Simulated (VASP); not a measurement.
Input of a VASP 6.6.1 run:

INCAR

```
PREC     = Accurate       # precision mode
ENCUT    = 520            # plane-wave cutoff, eV
EDIFF    = 1E-6           # SCF threshold, eV
ISMEAR   = -1             # smearing method
SIGMA    = 0.02           # smearing width, eV
LREAL    = F              # projectors in reciprocal space
LASPH    = T              # aspherical terms in the spheres
NELM     = 100            # most SCF steps
ALGO     = Normal         # electronic algorithm
ISIF     = 2              # what is computed and relaxed
LWAVE    = F              # write WAVECAR
LCHARG   = F              # write CHGCAR
GGA      = PS             # functional
NBANDS   = 14             # bands
```

KPOINTS

```
regular mesh
0
Gamma
  8 8 8
```

Contents of POSCAR:

```
NaCl
1.0
    2.8600000000     -0.0143000000     -0.0143000000
   -0.0143000000      2.8600000000     -0.0143000000
   -0.0143000000     -0.0143000000      2.8600000000
Na Cl
1 1
Direct
    0.0000000000      0.0000000000      0.0000000000
    0.5000000000      0.5000000000      0.5000000000
```

Potentials or basis: VASP PAW PBE potentials, release 64 (Na_pv, Cl).

The run is started by

```sh
$ cat potpaw_PBE.64/Na_pv/POTCAR potpaw_PBE.64/Cl/POTCAR > POTCAR
$ mpirun -np 1 vasp_std > vasp.out
```

(1) Estimate the band gap on the k mesh.

(2) Predict the pressure.

## Answers

(1) 4.21 eV.

(2) 60.1 GPa.

Caveat: the cell differs from its parent crystal (equal xy, yz and zx shear strains of -1 %); the cell stands under pressure; the PAW data sets were made with another functional, which shifts forces and pressure a little.
